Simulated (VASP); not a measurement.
# Si2C (P-6m2) in VASP: further runs

The runs below take Si2C through single point, relaxation of cell and atoms, with PBE.

Everything below comes from runs of VASP 6.6.1. Logs are shortened: lines on timing, memory, paths and dates and some standing lists are left out, and cuts for length are marked.

## (1) The cell of the first run

The structure is hexagonal, space group P-6m2 (No. 187). The conventional cell has a = 3.013 Å, b = 3.013 Å, c = 9.886 Å, α = 90.00°, β = 90.00°, γ = 120.00°. Within 3.1 Å of Si (site symmetry -6m2) lie 8 Si at 2.38 to 3.01 Å. Si (site symmetry 3m) has 3 C at 1.85 Å and 1 Si at 2.38 Å within 2.5 Å. Within 2.6 Å of Si (site symmetry -6m2) lie 2 C at 1.94 Å. Within 2.5 Å of C (site symmetry 3m) lie 4 Si at 1.85 to 1.94 Å.

## (2) Single point, PBE

Input file INCAR:

```
SYSTEM = Si2C
PREC = Accurate
ENCUT = 520
EDIFF = 1E-6
ISMEAR = 0
SIGMA = 0.1
LREAL = .False.
LASPH = .True.
NELM = 100
ALGO = Normal
ISIF = 2
LWAVE = .False.
LCHARG = .True.
GGA = PE
LELF = .True.
LVHAR = .True.
NBANDS = 21
```

Input file KPOINTS:

```
Automatic mesh
0
Gamma
  12 12 4
  0 0 0
```

Input file POSCAR:

```
Si2C
1.0
    3.0131157135      0.0000000000      0.0000000000
   -1.5065578567      2.6094347524      0.0000000000
    0.0000000000      0.0000000000      9.8863457647
Si C
4 2
Direct
    0.3333333333      0.6666666667      0.0000000000
    0.3333333333      0.6666666667      0.2410092509
    0.3333333333      0.6666666667      0.7589907491
    0.6666666667      0.3333333333      0.5000000000
    0.6666666667      0.3333333333      0.3036227426
    0.6666666667      0.3333333333      0.6963772574
```

Potentials or basis: VASP PAW PBE potentials, release 64 (Si, C).

Command:

```console
$ cat potpaw_PBE.64/Si/POTCAR potpaw_PBE.64/C/POTCAR > POTCAR
$ mpirun -np 1 vasp_std > vasp.out
```

OUTCAR:

```text
SYSTEM = Si2C
   PREC = Accurate
   ENCUT = 520
   EDIFF = 1E-6
   ISMEAR = 0
   LREAL = .False.
   LASPH = .True.
   NELM = 100
   ISIF = 2
   GGA = PE

 ion  position               nearest neighbor table
   1  0.333  0.667  0.000-   2 2.38   3 2.38
   2  0.333  0.667  0.241-   5 1.85   5 1.85   5 1.85   1 2.38   4 3.10   4 3.10   4 3.10
   3  0.333  0.667  0.759-   6 1.85   6 1.85   6 1.85   1 2.38   4 3.10   4 3.10   4 3.10
   4  0.667  0.333  0.500-   5 1.94   6 1.94   2 3.10   3 3.10   2 3.10   3 3.10   2 3.10   3 3.10

   5  0.667  0.333  0.304-   2 1.85   2 1.85   2 1.85   4 1.94
   6  0.667  0.333  0.696-   3 1.85   3 1.85   3 1.85   4 1.94

  LATTYP: Found a hexagonal cell.
 ALAT       =     3.0131157135
 C/A-ratio  =     3.2811039153

  Lattice vectors:

 A1 = (   3.0131157135,   0.0000000000,   0.0000000000)
 A2 = (  -1.5065578567,   2.6094347524,   0.0000000000)
 A3 = (   0.0000000000,   0.0000000000,   9.8863457647)

Analysis of symmetry for initial positions (statically):
=====================================================================
 Subroutine PRICEL returns:
 Original cell was already a primitive cell.

 Routine SETGRP: Setting up the symmetry group for a
 hexagonal supercell.

 Subroutine GETGRP returns: Found 12 space group operations
 (whereof 12 operations were pure point group operations)
 out of a pool of 24 trial point group operations.

The static configuration has the point symmetry D_3h.

Analysis of symmetry for dynamics (positions and initial velocities):
=====================================================================
 Subroutine PRICEL returns:
 Original cell was already a primitive cell.

 Routine SETGRP: Setting up the symmetry group for a
 hexagonal supercell.

 Subroutine GETGRP returns: Found 12 space group operations
 (whereof 12 operations were pure point group operations)
 out of a pool of 24 trial point group operations.

The dynamic configuration has the point symmetry D_3h.

 Subroutine INISYM returns: Found 12 space group operations
 (whereof 12 operations are pure point group operations),
 and found     1 'primitive' translations

----------------------------------------------------------------------------------------

                                     Primitive cell

  volume of cell :      77.7317

  direct lattice vectors                    reciprocal lattice vectors
     3.013115713  0.000000000  0.000000000     0.331882375  0.191612379  0.000000000
    -1.506557857  2.609434752  0.000000000     0.000000000  0.383224757  0.000000000
     0.000000000  0.000000000  9.886345765     0.000000000  0.000000000  0.101149608

  length of vectors
     3.013115713  3.013115713  9.886345765     0.383224757  0.383224757  0.101149608

  position of ions in fractional coordinates (direct lattice)
     0.333333333  0.666666667  0.000000000
     0.333333333  0.666666667  0.241009251
     0.333333333  0.666666667  0.758990749
     0.666666667  0.333333333  0.500000000
     0.666666667  0.333333333  0.303622743
     0.666666667  0.333333333  0.696377257

  ion indices of the primitive-cell ions
   primitive index   ion index
                 1           1
                 2           2
                 3           3
                 4           4
                 5           5
                 6           6

----------------------------------------------------------------------------------------

 KPOINTS: Automatic mesh

Automatic generation of k-mesh.
 Grid dimensions read from file:
 generate k-points for:   12   12    4

 Generating k-lattice:

  Cartesian coordinates                     Fractional coordinates (reciprocal lattice)
     0.027656865  0.015967698  0.000000000     0.083333333 -0.000000000  0.000000000
     0.000000000  0.031935396  0.000000000     0.000000000  0.083333333  0.000000000
     0.000000000  0.000000000  0.025287402     0.000000000  0.000000000  0.250000000

  Length of vectors
     0.031935396  0.031935396  0.025287402

  Shift w.r.t. Gamma in fractional coordinates (k-lattice)
     0.000000000  0.000000000  0.000000000

 Subroutine IBZKPT returns following result:
 ===========================================

 Found     57 irreducible k-points:

 Following reciprocal coordinates:
            Coordinates               Weight
  0.000000  0.000000  0.000000      1.000000
  0.083333  0.000000  0.000000      6.000000
  0.166667  0.000000  0.000000      6.000000
  0.250000 -0.000000  0.000000      6.000000
  0.333333  0.000000  0.000000      6.000000
  0.416667  0.000000  0.000000      6.000000
[... 16 lines left out ...]
  0.250000 -0.000000  0.250000     12.000000
  0.333333  0.000000  0.250000     12.000000
 [... further k-points ...]
   k-points           NKPTS =     57   k-points in BZ     NKDIM =     57   number of bands    NBANDS=     21
   number of dos      NEDOS =    301   number of ions     NIONS =      6
   total plane-waves  NPLWV =  46080
   dimension x,y,z NGX =    24 NGY =   24 NGZ =   80
   dimension x,y,z NGXF=    48 NGYF=   48 NGZF=  160
   ions per type =               4   2
   NGX,Y,Z   is equivalent  to a cutoff of  13.24, 13.24, 13.45 a.u.
   NGXF,Y,Z  is equivalent  to a cutoff of  26.48, 26.48, 26.91 a.u.
 SYSTEM =  Si2C
   PREC   = accura    normal or accurate (medium, high low for compatibility)
   ISTART =      0    job   : 0-new  1-cont  2-samecut
   ICHARG =      2    charge: 1-file 2-atom 10-const
   ISPIN  =      1    spin polarized calculation?
   LNONCOLLINEAR =      F non collinear calculations
   LSORBIT =      F    spin-orbit coupling
   LASPH  =      T    aspherical Exc in radial PAW
   ENCUT  =  520.0 eV  38.22 Ry    6.18 a.u.   5.60  5.60 18.38*2*pi/ulx,y,z
   NELM   =    100;   NELMIN=  2; NELMDL= -5     # of ELM steps
   EDIFF  = 0.1E-05   stopping-criterion for ELM
   LREAL  =      F    real-space projection
   EDIFFG = 0.1E-04   stopping-criterion for IOM
   NSW    =      0    number of steps for IOM
   IBRION =     -1    ionic relax: 0-MD 1-quasi-New 2-CG
   NFREE  =      0    steps in history (QN), initial steepest desc. (CG)
   ISIF   =      2    stress and relaxation
   ISYM   =      2    0-nonsym 1-usesym 2-fastsym
   POTIM  = 0.5000    time-step for ionic-motion
   TEBEG  =    0.0;   TEEND  =   0.0 temperature during run
   PSTRESS=    0.0 pullay stress
   NELECT =      24.0000    total number of electrons
   NUPDOWN=      -1.0000    fix difference up-down
   EMIN   =  10.00;   EMAX   =-10.00  energy-range for DOS
   EFERMI =   0.00;   METHOD = LEGACY
   ISMEAR =     0;   SIGMA  =   0.10  broadening in eV -4-tet -1-fermi 0-gaus
   EFERMI_NEDOS =   21; number of points for ismear=-14 and -15
   IALGO  =     38    algorithm
   IMIX   =      4    mixing-type and parameters
     AMIX     =   0.40;   BMIX     =  1.00
     AMIX_MAG =   1.60;   BMIX_MAG =  1.00
  volume/ion in A,a.u.               =      12.96        87.43
  Fermi-wavevector in a.u.,A,eV,Ry     =   1.106486  2.090955 16.657764  1.224311
  Thomas-Fermi vector in A             =   2.242987
   LORBIT       =      0    0 simple, 1 ext, 2 COOP (PROOUT), +10 PAW based schemes
   GGA     = PE    functional components
   LHFCALC =     F    Hartree Fock is set to
   AEXX    =    0.0000 exact exchange contribution
   IVDW    =     0    specifies the selected vdW correction
   LEPSILON=     F    determine dielectric tensor
   LRPA    =     F    only Hartree local field effects (RPA)
 non-spin polarized calculation
 Gauss-broadening in eV      SIGMA  =   0.10
  energy-cutoff  :      520.00
  volume of cell :       77.73
 maximum number of plane-waves:      2137
 NGX is ok and might be reduce to    24
   NGX = 11   NGY = 11   NGZ = 37

 number of electron      23.9999997 magnetization

 Free energy of the ion-electron system (eV)
  ---------------------------------------------------
  ext. energy  EPLUGINS =         0.00000000
  ---------------------------------------------------
  free energy    TOTEN  =       -38.69271662 eV

  energy without entropy =      -38.68721630  energy(sigma->0) =      -38.68996646

 E-fermi :   8.3305     XC(G=0): -10.8166

 val. band max:        8.2948200639   @ k =   0.4167   0.1667   0.2500
 cond. band min:       8.3334610933   @ k =   0.0833   0.0833   0.5000
 fundamental gap:      0.0386410294
 Fermi energy:         8.3305489629

 k-point     1 :       0.0000    0.0000    0.0000
  band No.  band energies     occupation
      1      -7.6097      2.00000
      2      -7.1946      2.00000
      3      -3.2339      2.00000
      4      -0.8529      2.00000
      5       0.0266      2.00000
      6       5.3010      2.00000
[... 13 lines left out ...]
     20      15.6898      0.00000
     21      16.0692      0.00000

 k-point     2 :       0.0833    0.0000    0.0000
  band No.  band energies     occupation
      1      -7.4858      2.00000
      2      -7.0727      2.00000
      3      -3.0983      2.00000
      4      -0.7222      2.00000
      5       0.1412      2.00000
      6       5.3326      2.00000
[... 13 lines left out ...]
     20      15.2362      0.00000
     21      15.7436      0.00000

 k-point     3 :       0.1667    0.0000    0.0000
  band No.  band energies     occupation
      1      -7.1184      2.00000
      2      -6.7114      2.00000
      3      -2.6953      2.00000
      4      -0.3361      2.00000
      5       0.4736      2.00000
      6       4.3741      2.00000
[... 13 lines left out ...]
     20      15.7562      0.00000
     21      16.0478      0.00000

 k-point     4 :       0.2500   -0.0000    0.0000
  band No.  band energies     occupation
      1      -6.5226      2.00000
      2      -6.1259      2.00000
      3      -2.0416      2.00000
      4       0.2767      2.00000
      5       0.9528      2.00000
      6       2.7250      2.00000
[... 13 lines left out ...]
     20      16.0334      0.00000
     21      16.1887      0.00000

 k-point     5 :       0.3333    0.0000    0.0000
  band No.  band energies     occupation
      1      -5.7385      2.00000
      2      -5.3564      2.00000
      3      -1.2028      2.00000
      4       0.7947      2.00000
      5       0.8758      2.00000
      6       1.4154      2.00000
[... 13 lines left out ...]
     20      15.3425      0.00000
     21      15.8284      0.00000

 k-point     6 :       0.4167    0.0000    0.0000
  band No.  band energies     occupation
      1      -4.8895      2.00000
      2      -4.5258      2.00000
      3      -0.8560      2.00000
      4      -0.2841      2.00000
      5       0.3309      2.00000
      6       1.9246      2.00000
[... 13 lines left out ...]
     20      14.4374      0.00000
     21      15.0143      0.00000

 k-point     7 :       0.5000   -0.0000    0.0000
  band No.  band energies     occupation
      1      -4.4231      2.00000
      2      -4.0721      2.00000
      3      -1.3246      2.00000
      4      -0.8999      2.00000
      5       0.8845      2.00000
      6       1.9674      2.00000
[... 13 lines left out ...]
     20      14.0248      0.00000
     21      14.6824      0.00000
[... 291 lines left out ...]
      1      -7.5868      2.00000
      2      -7.2287      2.00000
      3      -3.0296      2.00000
      4      -1.5990      2.00000
      5       0.9448      2.00000
      6       4.0269      2.00000
[... 13 lines left out ...]
     20      15.7304      0.00000
     21      16.1830      0.00000

 k-point    21 :       0.0833    0.0000    0.2500
  band No.  band energies     occupation
      1      -7.4632      2.00000
      2      -7.1063      2.00000
      3      -2.8949      2.00000
      4      -1.4690      2.00000
      5       1.0583      2.00000
      6       4.1041      2.00000
[... 13 lines left out ...]
     20      15.4392      0.00000
     21      15.7032      0.00000

 k-point    22 :       0.1667    0.0000    0.2500
  band No.  band energies     occupation
      1      -7.0968      2.00000
      2      -6.7434      2.00000
      3      -2.4951      2.00000
      4      -1.0848      2.00000
      5       1.3843      2.00000
      6       4.0653      2.00000
[... 13 lines left out ...]
     20      15.8617      0.00000
     21      16.0051      0.00000

 k-point    23 :       0.2500   -0.0000    0.2500
  band No.  band energies     occupation
      1      -6.5027      2.00000
      2      -6.1552      2.00000
      3      -1.8477      2.00000
      4      -0.4721      2.00000
      5       1.7990      2.00000
      6       2.7389      2.00000
[... 13 lines left out ...]
     20      15.8062      0.00000
     21      16.2769      0.00000

 k-point    24 :       0.3333    0.0000    0.2500
  band No.  band energies     occupation
      1      -5.7214      2.00000
      2      -5.3811      2.00000
      3      -1.0263      2.00000
      4       0.2190      2.00000
      5       0.9624      2.00000
      6       1.4463      2.00000
[... 13 lines left out ...]
     20      14.9455      0.00000
     21      16.1116      0.00000

 [... further k-points ...]
[... 5 lines left out ...]
  --------------------------------------------------------------------------------------
  -------------------------------------------------------------------------------------
  Total       -0.0054837     -0.0054837     -0.0389903     -0.0000000     -0.0000000      0.0000000
  in kB       -0.1130277     -0.1130277     -0.8036550     -0.0000000     -0.0000000      0.0000000
  external PRESSURE =      -0.3432368 kB  Pullay stress =       0.0000000 kB

 VOLUME and BASIS-vectors are now :
 -----------------------------------------------------------------------------
  energy-cutoff  :      520.00
  volume of cell :       77.73
      direct lattice vectors                 reciprocal lattice vectors
     3.013115713  0.000000000  0.000000000     0.331882375  0.191612379  0.000000000
    -1.506557857  2.609434752  0.000000000     0.000000000  0.383224757  0.000000000
     0.000000000  0.000000000  9.886345765     0.000000000  0.000000000  0.101149608

 POSITION                                       TOTAL-FORCE (eV/Angst)
 -----------------------------------------------------------------------------------
     -0.00000      1.73962      0.00000        -0.000000     -0.000000      0.000000
     -0.00000      1.73962      2.38270         0.000000      0.000000      0.002708
     -0.00000      1.73962      7.50364        -0.000000     -0.000000     -0.002708
      1.50656      0.86981      4.94317        -0.000000     -0.000000      0.000000
      1.50656      0.86981      3.00172         0.000000     -0.000000     -0.013007
      1.50656      0.86981      6.88463         0.000000     -0.000000      0.013007
 -----------------------------------------------------------------------------------
    total drift:                               -0.000000      0.000000      0.000000

  FREE ENERGIE OF THE ION-ELECTRON SYSTEM (eV)
  ---------------------------------------------------
  free  energy   TOTEN  =       -38.6927166211 eV

  energy  without entropy=      -38.6872163050  energy(sigma->0) =      -38.68996646
```

Run time: 74 s. Hardware: 1 thread of Intel Xeon Platinum 8488C (Sapphire Rapids), shared host; peak memory 0.23 GiB.

What came out:

```yaml
Free_energy: -38.6927 eV
Pressure: 0.0 GPa
Largest_force: 0.013 eV/Å
Band_gap_on_the_k_mesh: zero (band 12 reaches 11.29 eV, above the bottom of band 13 at 6.57 eV)
```

Forces in eV/Å, atoms in the order of the input:
```
Si   0.000  0.000  0.000
Si   0.000  0.000  0.003
Si   0.000  0.000 -0.003
Si   0.000  0.000  0.000
C    0.000  0.000 -0.013
C    0.000  0.000  0.013
```

(Continued in part 2 of 2.)
